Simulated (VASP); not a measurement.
# Ge (Fd-3m) in VASP: single point with LDA

Aim: the single point of Ge with LDA.

Program: VASP 6.6.1. These are calculated values, not measurements. Logs are shortened: lines on timing, memory, paths and dates and some standing lists are left out, and cuts for length are marked.

### 1 The cell of the first run

Symmetry: Fd-3m, No. 227, cubic system. The conventional cell has a = 5.622 Å, b = 5.622 Å, c = 5.622 Å, α = 90.00°, β = 90.00°, γ = 90.00°. Within 3.2 Å of Ge (site symmetry -43m) lie 4 Ge at 2.43 Å.

### 2 Single point, LDA

Contents of INCAR:

```
PREC     = Accurate       # precision mode
ENCUT    = 500            # plane-wave cutoff, eV
EDIFF    = 1E-6           # SCF threshold, eV
ISMEAR   = 0              # smearing method
SIGMA    = 0.1            # smearing width, eV
LREAL    = F              # projectors in reciprocal space
LASPH    = T              # aspherical terms in the spheres
NELM     = 120            # most SCF steps
ALGO     = Normal         # electronic algorithm
ISIF     = 2              # what is computed and relaxed
LWAVE    = F              # write WAVECAR
LCHARG   = F              # write CHGCAR
NBANDS   = 21             # bands
GGA_COMPAT= F
```

Contents of KPOINTS:

```
Automatic mesh
0
Gamma
  12 12 12
```

Contents of POSCAR:

```
Ge
1.0
    0.0000000000      2.8107737098      2.8107737098
    2.8107737098      0.0000000000      2.8107737098
    2.8107737098      2.8107737098      0.0000000000
Ge
2
Direct
    0.0000000000      0.0000000000      0.0000000000
    0.2500000000      0.2500000000      0.2500000000
```

Potentials or basis: VASP PAW LDA potentials, release 64 (Ge_d).

Command:

```sh
cat potpaw_LDA.64/Ge_d/POTCAR > POTCAR
mpirun -np 1 vasp_std > vasp.out
```

OUTCAR:

```text
PREC = Accurate
   ENCUT = 500
   EDIFF = 1E-6
   ISMEAR = 0
   LREAL = F
   LASPH = T
   NELM = 120
   ISIF = 2

 ion  position               nearest neighbor table
   1  0.000  0.000  0.000-   2 2.43   2 2.43   2 2.43   2 2.43
   2  0.250  0.250  0.250-   1 2.43   1 2.43   1 2.43   1 2.43

  LATTYP: Found a face centered cubic cell.
 ALAT       =     5.6215474196

  Lattice vectors:

 A1 = (   0.0000000000,   2.8107737098,   2.8107737098)
 A2 = (   2.8107737098,   0.0000000000,   2.8107737098)
 A3 = (   2.8107737098,   2.8107737098,   0.0000000000)

Analysis of symmetry for initial positions (statically):
=====================================================================
 Subroutine PRICEL returns:
 Original cell was already a primitive cell.

 Routine SETGRP: Setting up the symmetry group for a
 face centered cubic supercell.

 Subroutine GETGRP returns: Found 48 space group operations
 (whereof 24 operations were pure point group operations)
 out of a pool of 48 trial point group operations.

The static configuration has the point symmetry T_d .
 The point group associated with its full space group is O_h .

Analysis of symmetry for dynamics (positions and initial velocities):
=====================================================================
 Subroutine PRICEL returns:
 Original cell was already a primitive cell.

 Routine SETGRP: Setting up the symmetry group for a
 face centered cubic supercell.

 Subroutine GETGRP returns: Found 48 space group operations
 (whereof 24 operations were pure point group operations)
 out of a pool of 48 trial point group operations.

The dynamic configuration has the point symmetry T_d .
 The point group associated with its full space group is O_h .

 Subroutine INISYM returns: Found 48 space group operations
 (whereof 24 operations are pure point group operations),
 and found     1 'primitive' translations

----------------------------------------------------------------------------------------

                                     Primitive cell

  volume of cell :      44.4127

  direct lattice vectors                    reciprocal lattice vectors
     0.000000000  2.810773710  2.810773710    -0.177886963  0.177886963  0.177886963
     2.810773710  0.000000000  2.810773710     0.177886963 -0.177886963  0.177886963
     2.810773710  2.810773710  0.000000000     0.177886963  0.177886963 -0.177886963

  length of vectors
     3.975034301  3.975034301  3.975034301     0.308109259  0.308109259  0.308109259

  position of ions in fractional coordinates (direct lattice)
     0.000000000  0.000000000  0.000000000
     0.250000000  0.250000000  0.250000000

  ion indices of the primitive-cell ions
   primitive index   ion index
                 1           1
                 2           2

----------------------------------------------------------------------------------------

 KPOINTS: Automatic mesh

Automatic generation of k-mesh.
 Grid dimensions read from file:
 generate k-points for:   12   12   12

 Generating k-lattice:

  Cartesian coordinates                     Fractional coordinates (reciprocal lattice)
    -0.014823914  0.014823914  0.014823914     0.083333333  0.000000000  0.000000000
     0.014823914 -0.014823914  0.014823914     0.000000000  0.083333333  0.000000000
     0.014823914  0.014823914 -0.014823914     0.000000000  0.000000000  0.083333333

  Length of vectors
     0.025675772  0.025675772  0.025675772

  Shift w.r.t. Gamma in fractional coordinates (k-lattice)
     0.000000000  0.000000000  0.000000000

 Subroutine IBZKPT returns following result:
 ===========================================

 Found     72 irreducible k-points:

 Following reciprocal coordinates:
            Coordinates               Weight
  0.000000  0.000000  0.000000      1.000000
  0.083333  0.000000  0.000000      8.000000
  0.166667  0.000000  0.000000      8.000000
  0.250000  0.000000  0.000000      8.000000
  0.333333  0.000000  0.000000      8.000000
  0.416667  0.000000  0.000000      8.000000
[... 16 lines left out ...]
  0.500000  0.166667  0.000000     24.000000
 -0.416667  0.166667  0.000000     24.000000
 [... further k-points ...]
   k-points           NKPTS =     72   k-points in BZ     NKDIM =     72   number of bands    NBANDS=     21
   number of dos      NEDOS =    301   number of ions     NIONS =      2
   total plane-waves  NPLWV =  27000
   dimension x,y,z NGX =    30 NGY =   30 NGZ =   30
   dimension x,y,z NGXF=    60 NGYF=   60 NGZF=   60
   ions per type =               2
   NGX,Y,Z   is equivalent  to a cutoff of  12.55, 12.55, 12.55 a.u.
   NGXF,Y,Z  is equivalent  to a cutoff of  25.09, 25.09, 25.09 a.u.
 SYSTEM =  unknown system
   PREC   = accura    normal or accurate (medium, high low for compatibility)
   ISTART =      0    job   : 0-new  1-cont  2-samecut
   ICHARG =      2    charge: 1-file 2-atom 10-const
   ISPIN  =      1    spin polarized calculation?
   LNONCOLLINEAR =      F non collinear calculations
   LSORBIT =      F    spin-orbit coupling
   LASPH  =      T    aspherical Exc in radial PAW
   ENCUT  =  500.0 eV  36.75 Ry    6.06 a.u.   7.25  7.25  7.25*2*pi/ulx,y,z
   NELM   =    120;   NELMIN=  2; NELMDL= -5     # of ELM steps
   EDIFF  = 0.1E-05   stopping-criterion for ELM
   LREAL  =      F    real-space projection
   EDIFFG = 0.1E-04   stopping-criterion for IOM
   NSW    =      0    number of steps for IOM
   IBRION =     -1    ionic relax: 0-MD 1-quasi-New 2-CG
   NFREE  =      0    steps in history (QN), initial steepest desc. (CG)
   ISIF   =      2    stress and relaxation
   ISYM   =      2    0-nonsym 1-usesym 2-fastsym
   POTIM  = 0.5000    time-step for ionic-motion
   TEBEG  =    0.0;   TEEND  =   0.0 temperature during run
   PSTRESS=    0.0 pullay stress
   NELECT =      28.0000    total number of electrons
   NUPDOWN=      -1.0000    fix difference up-down
   EMIN   =  10.00;   EMAX   =-10.00  energy-range for DOS
   EFERMI =   0.00;   METHOD = LEGACY
   ISMEAR =     0;   SIGMA  =   0.10  broadening in eV -4-tet -1-fermi 0-gaus
   EFERMI_NEDOS =   21; number of points for ismear=-14 and -15
   IALGO  =     38    algorithm
   IMIX   =      4    mixing-type and parameters
     AMIX     =   0.40;   BMIX     =  1.00
     AMIX_MAG =   1.60;   BMIX_MAG =  1.00
  volume/ion in A,a.u.               =      22.21       149.86
  Fermi-wavevector in a.u.,A,eV,Ry     =   1.403756  2.652714 26.810701  1.970531
  Thomas-Fermi vector in A             =   2.526386
   LORBIT       =      0    0 simple, 1 ext, 2 COOP (PROOUT), +10 PAW based schemes
   GGA     = CA    functional components
   LHFCALC =     F    Hartree Fock is set to
   AEXX    =    0.0000 exact exchange contribution
   IVDW    =     0    specifies the selected vdW correction
   LEPSILON=     F    determine dielectric tensor
   LRPA    =     F    only Hartree local field effects (RPA)
 non-spin polarized calculation
 Gauss-broadening in eV      SIGMA  =   0.10
  energy-cutoff  :      500.00
  volume of cell :       44.41
 maximum number of plane-waves:      1158
 NGX is ok and might be reduce to    30
   NGX = 15   NGY = 15   NGZ = 15

 number of electron      28.0000032 magnetization

 Free energy of the ion-electron system (eV)
  ---------------------------------------------------
  ext. energy  EPLUGINS =         0.00000000
  ---------------------------------------------------
  free energy    TOTEN  =       -10.39085753 eV

  energy without entropy =      -10.39063991  energy(sigma->0) =      -10.39074872

 E-fermi :   4.9463     XC(G=0): -10.3796

 val. band max:        4.9460015677   @ k =   0.0000   0.0000   0.0000
 cond. band min:       5.0386957824   @ k =   0.5000   0.0000   0.0000
 fundamental gap:      0.0926942147
 Fermi energy:         4.9463019976

 k-point     1 :       0.0000    0.0000    0.0000
  band No.  band energies     occupation
      1     -20.0551      2.00000
      2     -20.0551      2.00000
      3     -20.0551      2.00000
      4     -20.0168      2.00000
      5     -20.0168      2.00000
      6     -19.7955      2.00000
[... 13 lines left out ...]
     20      14.5162      0.00000
     21      14.5162      0.00000

 k-point     2 :       0.0833    0.0000    0.0000
  band No.  band energies     occupation
      1     -20.0596      2.00000
      2     -20.0596      2.00000
      3     -20.0539      2.00000
      4     -20.0107      2.00000
      5     -20.0107      2.00000
      6     -19.8024      2.00000
[... 13 lines left out ...]
     20      13.8879      0.00000
     21      13.8879      0.00000

 k-point     3 :       0.1667    0.0000    0.0000
  band No.  band energies     occupation
      1     -20.0676      2.00000
      2     -20.0676      2.00000
      3     -20.0506      2.00000
      4     -19.9985      2.00000
      5     -19.9985      2.00000
      6     -19.8130      2.00000
[... 13 lines left out ...]
     20      13.3023      0.00000
     21      13.3023      0.00000

 k-point     4 :       0.2500    0.0000    0.0000
  band No.  band energies     occupation
      1     -20.0742      2.00000
      2     -20.0742      2.00000
      3     -20.0460      2.00000
      4     -19.9867      2.00000
      5     -19.9867      2.00000
      6     -19.8220      2.00000
[... 13 lines left out ...]
     20      13.2796      0.00000
     21      13.2796      0.00000

 k-point     5 :       0.3333    0.0000    0.0000
  band No.  band energies     occupation
      1     -20.0782      2.00000
      2     -20.0782      2.00000
      3     -20.0414      2.00000
      4     -19.9784      2.00000
      5     -19.9784      2.00000
      6     -19.8278      2.00000
[... 13 lines left out ...]
     20      13.9338      0.00000
     21      13.9338      0.00000

 k-point     6 :       0.4167    0.0000    0.0000
  band No.  band energies     occupation
      1     -20.0802      2.00000
      2     -20.0802      2.00000
      3     -20.0379      2.00000
      4     -19.9741      2.00000
      5     -19.9741      2.00000
      6     -19.8304      2.00000
[... 13 lines left out ...]
     20      15.1126      0.00000
     21      15.1126      0.00000

 k-point     7 :       0.5000    0.0000    0.0000
  band No.  band energies     occupation
      1     -20.0807      2.00000
      2     -20.0807      2.00000
      3     -20.0367      2.00000
      4     -19.9729      2.00000
      5     -19.9729      2.00000
      6     -19.8311      2.00000
[... 13 lines left out ...]
     20      16.0579      0.00000
     21      16.1898      0.00000
[... 291 lines left out ...]
      1     -20.0762      2.00000
      2     -20.0704      2.00000
      3     -20.0562      2.00000
      4     -19.9901      2.00000
      5     -19.9623      2.00000
      6     -19.8650      2.00000
[... 13 lines left out ...]
     20      14.1316      0.00000
     21      14.9738      0.00000

 k-point    21 :       0.3333    0.1667    0.0000
  band No.  band energies     occupation
      1     -20.0864      2.00000
      2     -20.0759      2.00000
      3     -20.0440      2.00000
      4     -19.9786      2.00000
      5     -19.9506      2.00000
      6     -19.8755      2.00000
[... 13 lines left out ...]
     20      14.5772      0.00000
     21      15.2845      0.00000

 k-point    22 :       0.4167    0.1667    0.0000
  band No.  band energies     occupation
      1     -20.0940      2.00000
      2     -20.0806      2.00000
      3     -20.0306      2.00000
      4     -19.9679      2.00000
      5     -19.9461      2.00000
      6     -19.8774      2.00000
[... 13 lines left out ...]
     20      15.1773      0.00000
     21      16.1654      0.00000

 k-point    23 :       0.5000    0.1667    0.0000
  band No.  band energies     occupation
      1     -20.0982      2.00000
      2     -20.0844      2.00000
      3     -20.0192      2.00000
      4     -19.9586      2.00000
      5     -19.9499      2.00000
      6     -19.8700      2.00000
[... 13 lines left out ...]
     20      15.9397      0.00000
     21      16.2210      0.00000

 k-point    24 :      -0.4167    0.1667    0.0000
  band No.  band energies     occupation
      1     -20.0984      2.00000
      2     -20.0870      2.00000
      3     -20.0132      2.00000
      4     -19.9597      2.00000
      5     -19.9519      2.00000
      6     -19.8558      2.00000
[... 13 lines left out ...]
     20      14.6466      0.00000
     21      15.2288      0.00000

 [... further k-points ...]

------------------------ aborting loop because EDIFF is reached ----------------------------------------

  FORCE on cell =-STRESS in cart. coord.  units (eV):
  Direction    XX          YY          ZZ          XY          YZ          ZX
  --------------------------------------------------------------------------------------
  -------------------------------------------------------------------------------------
  Total        0.0428591      0.0428591      0.0428591      0.0000000      0.0000000     -0.0000000
  in kB        1.5461307      1.5461307      1.5461307      0.0000000      0.0000000     -0.0000000
  external PRESSURE =       1.5461307 kB  Pullay stress =       0.0000000 kB

 VOLUME and BASIS-vectors are now :
 -----------------------------------------------------------------------------
  energy-cutoff  :      500.00
  volume of cell :       44.41
      direct lattice vectors                 reciprocal lattice vectors
     0.000000000  2.810773710  2.810773710    -0.177886963  0.177886963  0.177886963
     2.810773710  0.000000000  2.810773710     0.177886963 -0.177886963  0.177886963
     2.810773710  2.810773710  0.000000000     0.177886963  0.177886963 -0.177886963

 POSITION                                       TOTAL-FORCE (eV/Angst)
 -----------------------------------------------------------------------------------
      0.00000      0.00000      0.00000         0.000000      0.000000      0.000000
      1.40539      1.40539      1.40539        -0.000000     -0.000000     -0.000000
 -----------------------------------------------------------------------------------
    total drift:                                0.000000      0.000000      0.000000

  FREE ENERGIE OF THE ION-ELECTRON SYSTEM (eV)
  ---------------------------------------------------
  free  energy   TOTEN  =       -10.3908575306 eV

  energy  without entropy=      -10.3906399118  energy(sigma->0) =      -10.39074872
```

Wall time 98 s (1 thread of Intel Xeon 8259CL, shared host); peak memory 0.17 GiB.

Results:

```
Free energy : -10.3909 eV
Pressure    : 0.2 GPa
```

Levels at points of the mesh, in eV from the Fermi level:
| k point | band 12 | band 13 | band 14 | band 15 | band 16 | band 17 |
| --- | --- | --- | --- | --- | --- | --- |
| (0.00, 0.00, 0.00) | -0.03 | -0.03 | -0.03 | 0.00 | 2.50 | 2.50 |
| (0.50, 0.00, 0.00) | -7.76 | -1.47 | -1.47 | 0.09 | 3.70 | 3.70 |
| (0.50, 0.50, 0.00) | -9.03 | -3.18 | -3.18 | 0.61 | 0.61 | 9.54 |
